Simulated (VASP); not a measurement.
Wanted: the native input for a VASP 6.6.1 run.

```
Task                   : single point
Functional             : PBE
Potentials or basis    : VASP PAW PBE potentials, release 64 (Ge_d)
Cutoff                 : 520 eV
k mesh                 : 15 × 15 × 4
Occupations            : gaussian, width 0.15 eV
Spin                   : no spin polarisation
Dipole correction      : no
Further INCAR settings : ALGO = Normal; EDIFF = 1e-07; NBANDS = 66
```

The structure of Ge lies in POSCAR:

```
Ge
1.0
    4.0658732115      0.0000000000      0.0000000000
   -2.0329366058      3.5211494897      0.0000000000
    0.0000000000      0.0000000000     13.3363336065
Ge
8
Direct
    0.0000000000      0.0000000000      0.4011510280
    0.0000000000      0.0000000000      0.5988489720
    0.0000000000      0.0000000000      0.9011510280
    0.0000000000      0.0000000000      0.0988489720
    0.3333333333      0.6666666667      0.3442031336
    0.6666666667      0.3333333333      0.6557968664
    0.6666666667      0.3333333333      0.8442031336
    0.3333333333      0.6666666667      0.1557968664
```

This isn't the form of Ge at room conditions, which is diamond.

This cell differs from its parent crystal: atoms shifted along a free coordinate, c/a of the conventional cell at fixed volume 3.2801.

These files were run (other wordings do the same):

INCAR

```
SYSTEM = Ge
PREC = Accurate ; ENCUT = 520
EDIFF = 1E-7 ; ISMEAR = 0
SIGMA = 0.15 ; LREAL = .False.
LASPH = .True. ; NELM = 100
ALGO = Normal ; ISIF = 2
LWAVE = .False. ; LCHARG = .False.
GGA = PE ; NBANDS = 66
```

KPOINTS

```
Automatic mesh
0
Gamma
  15 15 4
  0 0 0
```

Potentials or basis: VASP PAW PBE potentials, release 64 (Ge_d).

The run is started by

```bash
$ cat potpaw_PBE.64/Ge_d/POTCAR > POTCAR
$ mpirun -np 1 vasp_std > vasp.out
```

Results of the run:

The pressure is 0.2 GPa. The largest force is 1.047 eV/Å and the band gap on the k mesh is zero (bands 56 and 57 overlap by 0.32 eV).

Caveat: semilocal functionals underestimate gaps, so a narrow gap can read as zero; forces of over 1 eV/Å act on the atoms, so gaps and moduli don't describe the material at rest.

Run time: 9.2 min on 1 thread of AMD EPYC 9R45 96-Core Processor (Zen 5) (shared host), peak memory 0.71 GiB.
